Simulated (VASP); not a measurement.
## Fe: single point with revPBE

Fe:

```
Fe
1.0
    -1.42420    1.42420    1.42420
     1.42420   -1.42420    1.42420
     1.42420    1.42420   -1.42420
Fe
1
Direct
  0.00000 0.00000 0.00000
```

```json
{
 "Program": "VASP 6.6.1",
 "Task": "single point",
 "Functional": "revPBE",
 "Potentials or basis": "VASP PAW PBE potentials, release 64 (Fe)",
 "Cutoff": "520 eV",
 "k mesh": "13 × 13 × 13",
 "Occupations": "fermi-dirac, width 0.05 eV",
 "Spin": "collinear spin, ferromagnetic start",
 "Starting moments": "[3.0] μB",
 "Dipole correction": "no",
 "Further INCAR settings": "ALGO = Normal; EDIFF = 1e-06; NBANDS = 14"
}
```

```json
{
  "Pressure": "0.0 GPa",
  "Net moment": "2.19 μB per cell",
  "Site moments": "Fe +2.20 μB",
  "Valence electrons inside the program's atomic spheres": "Fe 7.23"
}
```

Levels at points of the mesh, in eV from the Fermi level:
Spin up:
```tsv
k point	band 1	band 2	band 3	band 4	band 5	band 6	band 7	band 8	band 9	band 10
(0.00, 0.00, 0.00)	-8.28	-2.25	-2.25	-2.25	-1.10	-1.10	24.88	24.88	24.88	29.86
```
Spin down:
```csv
k point,band 1,band 2,band 3,band 4,band 5,band 6
"(0.00, 0.00, 0.00)",-8.17,-0.31,-0.31,-0.31,1.74,1.74
```

Wall time 13 s on 1 thread of AMD EPYC 9R45 96-Core Processor (Zen 5) (shared host), peak memory 0.1 GiB.

Caveat: the PAW data sets were made with another functional, which shifts forces and pressure a little.
